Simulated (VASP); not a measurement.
# Fe (Fd-3m) in VASP: further runs

Fe is run at these levels: PBE; tasks: single point.

Everything below comes from runs of VASP 6.6.1. Logs are shortened: lines on timing, memory, paths and dates and some standing lists are left out, and cuts for length are marked.

### 1 The cell of the first run

It takes space group Fd-3m (No. 227, cubic). The conventional cell has a = 3.719 Å, b = 3.719 Å, c = 3.719 Å, α = 90.00°, β = 90.00°, γ = 90.00°. Within 2.1 Å of Fe (site symmetry -43m) lie 4 Fe at 1.61 Å.

This isn't the form of Fe at room conditions, which is bcc.

### 2 Single point, PBE, collinear spin, ferromagnetic start

Input file INCAR:

```
ALGO = Normal
EDIFF = 1E-6
ENCUT = 520
GGA = PE
ISIF = 2
ISMEAR = -1
ISPIN = 2
LASPH = T
LCHARG = T
LELF = T
LMAXMIX = 4
LORBIT = 11
LREAL = F
LVHAR = T
LWAVE = F
MAGMOM = 2.5 2.5
NBANDS = 19
NELM = 150
PREC = Accurate
SIGMA = 0.1
```

Input file KPOINTS:

```
k-points
0
Gamma
  17 17 17
```

Input file POSCAR:

```
Fe
1.0
    0.0000000000      1.8596501236      1.8596501236
    1.8596501236      0.0000000000      1.8596501236
    1.8596501236      1.8596501236      0.0000000000
Fe
2
Direct
   -0.1250000000     -0.1250000000     -0.1250000000
    0.1250000000      0.1250000000      0.1250000000
```

Potentials or basis: VASP PAW PBE potentials, release 64 (Fe).

Run with:

```bash
cat potpaw_PBE.64/Fe/POTCAR > POTCAR
mpirun -np 1 vasp_std > vasp.out
```

OUTCAR:

```text
EDIFF = 1E-6
   ENCUT = 520
   GGA = PE
   ISIF = 2
   ISMEAR = -1
   ISPIN = 2
   LASPH = T
   LORBIT = 11
   LREAL = F
   NELM = 150
   PREC = Accurate

 ion  position               nearest neighbor table
   1  0.875  0.875  0.875-   2 1.61   2 1.61   2 1.61   2 1.61   2 3.08   2 3.08   2 3.08   2 3.08
                             2 3.08   2 3.08   2 3.08   2 3.08   2 3.08   2 3.08   2 3.08   2 3.08
   2  0.125  0.125  0.125-   1 1.61   1 1.61   1 1.61   1 1.61   1 3.08   1 3.08   1 3.08   1 3.08
                             1 3.08   1 3.08   1 3.08   1 3.08   1 3.08   1 3.08   1 3.08   1 3.08

  LATTYP: Found a face centered cubic cell.
 ALAT       =     3.7193002472

  Lattice vectors:

 A1 = (   0.0000000000,   1.8596501236,   1.8596501236)
 A2 = (   1.8596501236,   0.0000000000,   1.8596501236)
 A3 = (   1.8596501236,   1.8596501236,   0.0000000000)

Analysis of symmetry for initial positions (statically):
=====================================================================
 Subroutine PRICEL returns:
 Original cell was already a primitive cell.

 Routine SETGRP: Setting up the symmetry group for a
 face centered cubic supercell.

 Subroutine GETGRP returns: Found 48 space group operations
 (whereof 12 operations were pure point group operations)
 out of a pool of 48 trial point group operations.

The static configuration has the point symmetry D_3d.
 The point group associated with its full space group is O_h .

Analysis of symmetry for dynamics (positions and initial velocities):
=====================================================================
 Subroutine PRICEL returns:
 Original cell was already a primitive cell.

 Routine SETGRP: Setting up the symmetry group for a
 face centered cubic supercell.

 Subroutine GETGRP returns: Found 48 space group operations
 (whereof 12 operations were pure point group operations)
 out of a pool of 48 trial point group operations.

The dynamic configuration has the point symmetry D_3d.
 The point group associated with its full space group is O_h .

Analysis of structural, dynamic, and magnetic symmetry:
=====================================================================
 Subroutine PRICEL returns:
 Original cell was already a primitive cell.

 Routine SETGRP: Setting up the symmetry group for a
 face centered cubic supercell.

 Subroutine GETGRP returns: Found 48 space group operations
 (whereof 12 operations were pure point group operations)
 out of a pool of 48 trial point group operations.

The overall configuration has the point symmetry D_3d.
 The point group associated with its full space group is O_h .

 Subroutine INISYM returns: Found 48 space group operations
 (whereof 12 operations are pure point group operations),
 and found     1 'primitive' translations

----------------------------------------------------------------------------------------

                                     Primitive cell

  volume of cell :      12.8625

  direct lattice vectors                    reciprocal lattice vectors
     0.000000000  1.859650124  1.859650124    -0.268867780  0.268867780  0.268867780
     1.859650124  0.000000000  1.859650124     0.268867780 -0.268867780  0.268867780
     1.859650124  1.859650124  0.000000000     0.268867780  0.268867780 -0.268867780

  length of vectors
     2.629942426  2.629942426  2.629942426     0.465692655  0.465692655  0.465692655

  position of ions in fractional coordinates (direct lattice)
     0.875000000  0.875000000  0.875000000
     0.125000000  0.125000000  0.125000000

  ion indices of the primitive-cell ions
   primitive index   ion index
                 1           1
                 2           2

----------------------------------------------------------------------------------------

 KPOINTS: k-points

Automatic generation of k-mesh.
 Grid dimensions read from file:
 generate k-points for:   17   17   17

 Generating k-lattice:

  Cartesian coordinates                     Fractional coordinates (reciprocal lattice)
    -0.015815752  0.015815752  0.015815752     0.058823529  0.000000000  0.000000000
     0.015815752 -0.015815752  0.015815752     0.000000000  0.058823529  0.000000000
     0.015815752  0.015815752 -0.015815752     0.000000000  0.000000000  0.058823529

  Length of vectors
     0.027393686  0.027393686  0.027393686

  Shift w.r.t. Gamma in fractional coordinates (k-lattice)
     0.000000000  0.000000000  0.000000000

 Subroutine IBZKPT returns following result:
 ===========================================

 Found    165 irreducible k-points:

 Following reciprocal coordinates:
            Coordinates               Weight
  0.000000  0.000000  0.000000      1.000000
  0.058824  0.000000  0.000000      8.000000
  0.117647  0.000000  0.000000      8.000000
  0.176471  0.000000  0.000000      8.000000
  0.235294  0.000000  0.000000      8.000000
  0.294118  0.000000  0.000000      8.000000
[... 16 lines left out ...]
 -0.176471  0.058824  0.000000     24.000000
 -0.117647  0.058824  0.000000     24.000000
 [... further k-points ...]
   k-points           NKPTS =    165   k-points in BZ     NKDIM =    165   number of bands    NBANDS=     19
   number of dos      NEDOS =    301   number of ions     NIONS =      2
   total plane-waves  NPLWV =   8000
   dimension x,y,z NGX =    20 NGY =   20 NGZ =   20
   dimension x,y,z NGXF=    40 NGYF=   40 NGZF=   40
   ions per type =               2
   NGX,Y,Z   is equivalent  to a cutoff of  12.64, 12.64, 12.64 a.u.
   NGXF,Y,Z  is equivalent  to a cutoff of  25.29, 25.29, 25.29 a.u.
 SYSTEM =  unknown system
   PREC   = accura    normal or accurate (medium, high low for compatibility)
   ISTART =      0    job   : 0-new  1-cont  2-samecut
   ICHARG =      2    charge: 1-file 2-atom 10-const
   ISPIN  =      2    spin polarized calculation?
   LNONCOLLINEAR =      F non collinear calculations
   LSORBIT =      F    spin-orbit coupling
   LASPH  =      T    aspherical Exc in radial PAW
   ENCUT  =  520.0 eV  38.22 Ry    6.18 a.u.   4.89  4.89  4.89*2*pi/ulx,y,z
   NELM   =    150;   NELMIN=  2; NELMDL= -5     # of ELM steps
   EDIFF  = 0.1E-05   stopping-criterion for ELM
   LREAL  =      F    real-space projection
   EDIFFG = 0.1E-04   stopping-criterion for IOM
   NSW    =      0    number of steps for IOM
   IBRION =     -1    ionic relax: 0-MD 1-quasi-New 2-CG
   NFREE  =      0    steps in history (QN), initial steepest desc. (CG)
   ISIF   =      2    stress and relaxation
   ISYM   =      2    0-nonsym 1-usesym 2-fastsym
   POTIM  = 0.5000    time-step for ionic-motion
   TEBEG  =    0.0;   TEEND  =   0.0 temperature during run
   PSTRESS=    0.0 pullay stress
   NELECT =      16.0000    total number of electrons
   NUPDOWN=      -1.0000    fix difference up-down
   EMIN   =  10.00;   EMAX   =-10.00  energy-range for DOS
   EFERMI =   0.00;   METHOD = LEGACY
   ISMEAR =    -1;   SIGMA  =   0.10  broadening in eV -4-tet -1-fermi 0-gaus
   EFERMI_NEDOS =   21; number of points for ismear=-14 and -15
   IALGO  =     38    algorithm
   IMIX   =      4    mixing-type and parameters
     AMIX     =   0.40;   BMIX     =  1.00
     AMIX_MAG =   1.60;   BMIX_MAG =  1.00
  volume/ion in A,a.u.               =       6.43        43.40
  Fermi-wavevector in a.u.,A,eV,Ry     =   1.760652  3.327150 42.176650  3.099896
  Thomas-Fermi vector in A             =   2.829376
   LORBIT       =     11    0 simple, 1 ext, 2 COOP (PROOUT), +10 PAW based schemes
   GGA     = PE    functional components
   LHFCALC =     F    Hartree Fock is set to
   AEXX    =    0.0000 exact exchange contribution
   IVDW    =     0    specifies the selected vdW correction
   LEPSILON=     F    determine dielectric tensor
   LRPA    =     F    only Hartree local field effects (RPA)
 spin polarized calculation
  energy-cutoff  :      520.00
  volume of cell :       12.86
 maximum number of plane-waves:       357
   NGX =  9   NGY =  9   NGZ =  9

 number of electron      15.9999984 magnetization       0.0000370

 number of electron      15.9999984 magnetization      -0.0000170

 Free energy of the ion-electron system (eV)
  ---------------------------------------------------
  ext. energy  EPLUGINS =         0.00000000
  ---------------------------------------------------
  free energy    TOTEN  =         1.11535869 eV

  energy without entropy =        1.15187160  energy(sigma->0) =        1.13361515

 E-fermi :  13.8970     XC(G=0): -16.2504

 val. band max:       13.8814431869   @ k =   0.3529   0.1176   0.0588
 cond. band min:      13.9035300911   @ k =   0.4118   0.0588   0.0000
 fundamental gap:      0.0220869042
 Fermi energy:        13.8969969416

 spin component 1

 k-point     1 :       0.0000    0.0000    0.0000
  band No.  band energies     occupation
      1       2.9972      1.00000
      2       5.8605      1.00000
      3       5.8605      1.00000
      4       8.3838      1.00000
      5       8.3838      1.00000
      6       8.3838      1.00000
[... 11 lines left out ...]
     18      40.8679      0.00000
     19      47.8263      0.00000
[... 485 lines left out ...]
 k-point    24 :      -0.1176    0.0588    0.0000
  band No.  band energies     occupation
      1       3.7473      1.00000
      2       5.3131      1.00000
      3       5.8193      1.00000
      4       8.4664      1.00000
      5       8.7062      1.00000
      6       9.2115      1.00000
[... 11 lines left out ...]
     18      42.4324      0.00000
     19      46.5576      0.00000

 [... further k-points ...]

 spin component 2

 k-point     1 :       0.0000    0.0000    0.0000
  band No.  band energies     occupation
      1       2.9972      1.00000
      2       5.8605      1.00000
      3       5.8605      1.00000
      4       8.3838      1.00000
      5       8.3838      1.00000
      6       8.3838      1.00000
[... 11 lines left out ...]
     18      40.8678      0.00000
     19      47.8263      0.00000
[... 485 lines left out ...]
 k-point    24 :      -0.1176    0.0588    0.0000
  band No.  band energies     occupation
      1       3.7473      1.00000
      2       5.3131      1.00000
      3       5.8193      1.00000
      4       8.4664      1.00000
      5       8.7061      1.00000
      6       9.2115      1.00000
[... 11 lines left out ...]
     18      42.4324      0.00000
     19      46.5576      0.00000

 [... further k-points ...]
[... 5 lines left out ...]
  --------------------------------------------------------------------------------------
  -------------------------------------------------------------------------------------
  Total       45.7909600     45.7909600     45.7909600     -0.0000000      0.0000000     -0.0000000
  in kB     5703.8304254   5703.8304254   5703.8304254     -0.0000000      0.0000000     -0.0000000
  external PRESSURE =    5703.8304254 kB  Pullay stress =       0.0000000 kB

 VOLUME and BASIS-vectors are now :
 -----------------------------------------------------------------------------
  energy-cutoff  :      520.00
  volume of cell :       12.86
      direct lattice vectors                 reciprocal lattice vectors
     0.000000000  1.859650124  1.859650124    -0.268867780  0.268867780  0.268867780
     1.859650124  0.000000000  1.859650124     0.268867780 -0.268867780  0.268867780
     1.859650124  1.859650124  0.000000000     0.268867780  0.268867780 -0.268867780

 POSITION                                       TOTAL-FORCE (eV/Angst)
 -----------------------------------------------------------------------------------
      3.25439      3.25439      3.25439         0.000000      0.000000      0.000000
      0.46491      0.46491      0.46491        -0.000000     -0.000000     -0.000000
 -----------------------------------------------------------------------------------
    total drift:                                0.000000     -0.000000     -0.000000

  FREE ENERGIE OF THE ION-ELECTRON SYSTEM (eV)
  ---------------------------------------------------
  free  energy   TOTEN  =         1.1153586905 eV

  energy  without entropy=        1.1518716029  energy(sigma->0) =        1.13361515

 total charge

# of ion       s       p       d       tot
------------------------------------------
    1        0.832   0.971   7.977   9.780
    2        0.832   0.971   7.977   9.780
--------------------------------------------------
tot          1.665   1.942  15.953  19.560

 magnetization (x)

# of ion       s       p       d       tot
------------------------------------------
    1       -0.000  -0.000  -0.000  -0.000
    2       -0.000  -0.000  -0.000  -0.000
--------------------------------------------------
tot         -0.000  -0.000  -0.000  -0.000
```

Run time: 89 s. Hardware: 1 thread of Intel Xeon Platinum 8259CL at 2.50GHz (Skylake/Cascade Lake), shared host; peak memory 0.18 GiB.

Results:

| Item | Value |
| --- | --- |
| Free energy | 1.1154 eV |
| Pressure | 570.4 GPa |
| Band gap on the k mesh | zero (filled and empty bands overlap) |
| Net moment | 0.00 μB per cell |

Caveat: atoms lie so close that the PAW spheres overlap strongly, which falsifies energies and pressures; the cell stands under pressure; the moments typed at the start vanished in this run.

### 3 Single point, PBE, collinear spin, ferromagnetic start

This run uses another cell than the first one, of 6.53 Å³/atom.

Input file INCAR:

```
SYSTEM = Fe
PREC = Accurate
ENCUT = 520
EDIFF = 1E-7
ISMEAR = -1
SIGMA = 0.1
LREAL = .False.
LASPH = .True.
NELM = 150
ALGO = Normal
ISIF = 2
LWAVE = .False.
LCHARG = .False.
ISPIN = 2
MAGMOM = 2.5 2.5
LORBIT = 11
LMAXMIX = 4
GGA = PE
NBANDS = 19
```

Input file KPOINTS:

```
regular mesh
0
Gamma
  17 17 17
  0 0 0
```

Input file POSCAR:

```
Fe
1.0
    0.0000000000      1.8689906989      1.8689906989
    1.8689906989      0.0000000000      1.8689906989
    1.8689906989      1.8689906989      0.0000000000
Fe
2
Direct
   -0.1250000000     -0.1250000000     -0.1250000000
    0.1250000000      0.1250000000      0.1250000000
```

Potentials or basis: VASP PAW PBE potentials, release 64 (Fe).

Run with:

```bash
cat potpaw_PBE.64/Fe/POTCAR > POTCAR
mpirun -np 1 vasp_std > vasp.out
```

Run time: 1.8 min. Hardware: 1 thread of Intel Xeon Platinum 8259CL at 2.50GHz (Skylake/Cascade Lake), shared host; peak memory 0.17 GiB.

The run converged. Its results:

```
Free energy            : 0.4364 eV
Pressure               : 546.4 GPa
Band gap on the k mesh : zero (filled and empty bands overlap)
Net moment             : 0.00 μB per cell
```

Levels at points of the mesh, in eV from the Fermi level:
Spin up:
```csv
k point,band 4,band 5,band 6,band 7,band 8,band 9,band 10,band 11,band 12,band 13
"(0.00, 0.00, 0.00)",-5.44,-5.44,-5.44,-1.28,-1.28,-1.28,3.76,3.76,20.24,21.31
```
Spin down:
```
           k point  band 6  band 7  band 8  band 9  band 10  band 11
(0.00, 0.00, 0.00)   -5.44   -1.28   -1.28   -1.28     3.76     3.76
```

Caveat: atoms lie so close that the PAW spheres overlap strongly, which falsifies energies and pressures; the cell stands under pressure; the moments typed at the start vanished in this run.

The gap in the log of VASP goes by the Fermi energy; the results here count the filled bands.